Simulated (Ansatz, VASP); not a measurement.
**ScGa7N8 in VASP and in Ansatz**

```xyz
16
Lattice="3.1888 -0.0023 5.1692 3.1888 0.0023 -5.1692 -3.1888 5.5286 -0.0025" Properties=species:S:1:pos:R:3 pbc="T T T"
Sc    0.0000    1.8508   -0.0161
Ga   -1.5797    4.6087   -0.0071
Ga    3.1888    1.8307    0.0000
Ga    1.5797    4.6087   -0.0071
Ga    1.6054    0.9096   -2.5785
Ga    1.5834    0.9073    2.5907
Ga    0.0000    3.7072   -2.6142
Ga    0.0000    3.6925    2.6119
N     3.1888    1.8558   -3.1410
N     3.1888    1.8392    1.9650
N     1.6054    4.6066   -3.2327
N     1.5835    4.6043    1.9364
N     1.6564    0.8785   -0.6554
N     0.0000    3.7637   -0.6906
N     4.7213    0.8785   -0.6554
N     3.1888    3.6888   -0.6122
```

Alike in both runs: functional LDA; k mesh 4 × 4 × 4; occupations gaussian, width 0.1 eV; no spin polarisation.

Ansatz relaxed the structure, and its values are those at the end. VASP's run is a single point on that final structure, the one shown.

|  | VASP | Ansatz |
| --- | --- | --- |
| version | VASP 6.6.1 | Ansatz 0.2.0 |
| potentials or method | VASP PAW LDA potentials, release 64 (Sc_sv, Ga_d, N), cutoff 520 eV | scalar-relativistic, plane waves, PAW |
| valence electrons in the cell | 142 | 142 |

|  | VASP | Ansatz | Ansatz less VASP |
| --- | --- | --- | --- |
| gap on the k mesh at the Fermi level (eV) | 2.39 | 2.37 | -0.013 |
| least direct gap on the mesh (eV) | 2.39 | 2.37 | -0.013 |
| pressure (GPa) | 1.0 | -0.1 | -1.07 |
| rms of the force components (eV/Å) | 0.017 | 0.014 | -0.0023 |

Ansatz warns that its potentials were made for another functional, while VASP's fit it. LDA's correlation is that of Perdew and Zunger in VASP and of Perdew and Wang (1992) in Ansatz.
